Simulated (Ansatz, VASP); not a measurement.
**Two plane-wave programs on Co**

```
Co
1.0
     2.48736    0.00000    0.00000
    -1.24368    2.15412    0.00000
     0.00000    0.00000    4.06329
Co
2
Direct
  0.33333 0.66667 0.74014
  0.66667 0.33333 0.25986
```

Alike in both runs: task single point; functional PBEsol; k mesh 12 × 12 × 7; occupations fermi-dirac, width 0.05 eV; no spin polarisation.

|  | VASP | Ansatz |
| --- | --- | --- |
| version | VASP 6.6.1 | Ansatz 0.2.0 |
| potentials or method | VASP PAW PBE potentials, release 64 (Co) | Ansatz PAW |
| plane-wave cutoff (eV) | 520 | 420 |
| valence electrons in the cell | 18 | 34 |

|  | VASP | Ansatz | Ansatz less VASP |
| --- | --- | --- | --- |
| gap on the k mesh at the Fermi level (eV) | none | none | - |
| pressure (GPa) | -21.3 | -20.9 | +0.42 |
| traceless stress, the component that is largest in VASP (GPa) | -1.60 | -1.62 | -0.016 |
| rms of the force components (eV/Å) | 0.302 | 0.312 | +0.0104 |

VASP's potentials were made for PBE, not for PBEsol. Atom by atom the forces differ by 0.010 eV/Å (rms over components). A gap of «none» marks a metal or a gap that the smearing closes. VASP's potentials hold 18 valence electrons a cell and Ansatz's 34, so a difference there can come from the potentials and not from the codes.
